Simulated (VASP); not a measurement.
A run of VASP 6.6.1 is set up as follows.

Contents of INCAR:

```
  PREC = Accurate
  ENCUT = 520
  EDIFF = 1E-8
  ISMEAR = -1
  SIGMA = 0.02
  LREAL = False
  LASPH = True
  NELM = 80
  ALGO = Normal
  ISIF = 2
  LWAVE = False
  LCHARG = False
  GGA = PS
  LEFG = True
  NBANDS = 44
```

KPOINTS

```
regular mesh
0
Gamma
  5 5 4
```

POSCAR

```
SiO2
1.0
    4.9820000000      0.0000000000      0.0000000000
    0.0000000000      4.9820000000      0.0000000000
    0.0000000000      0.0000000000      6.9630000000
Si O
4 8
Direct
    0.2989700000      0.2989700000      0.0000000000
    0.2010300000      0.7989700000      0.2500000000
    0.7010300000      0.7010300000      0.5000000000
    0.7989700000      0.2010300000      0.7500000000
    0.2398900000      0.1034700000      0.1781300000
    0.3965300000      0.7398900000      0.4281300000
    0.7601100000      0.8965300000      0.6781300000
    0.6034700000      0.2601100000      0.9281300000
    0.7398900000      0.3965300000      0.5718700000
    0.8965300000      0.7601100000      0.3218700000
    0.2601100000      0.6034700000      0.0718700000
    0.1034700000      0.2398900000      0.8218700000
```

Potentials or basis: VASP PAW PBE potentials, release 64 (Si, O).

Launch:

```console
$ cat potpaw_PBE.64/Si/POTCAR potpaw_PBE.64/O/POTCAR > POTCAR
$ mpirun -np 1 vasp_std > vasp.out
```

(1) Estimate the pressure.

(2) Estimate the band gap on the k mesh.

(3) What does it give for the largest force?

Answers

(1) 4.5 GPa.

(2) 5.71 eV, direct.

(3) 0.321 eV/Å.

Caveat: without QUAD_EFG the Cq values of the log hold for a quadrupole moment of 1 mb, not for the nuclei; the PAW data sets were made with another functional, which shifts forces and pressure a little.
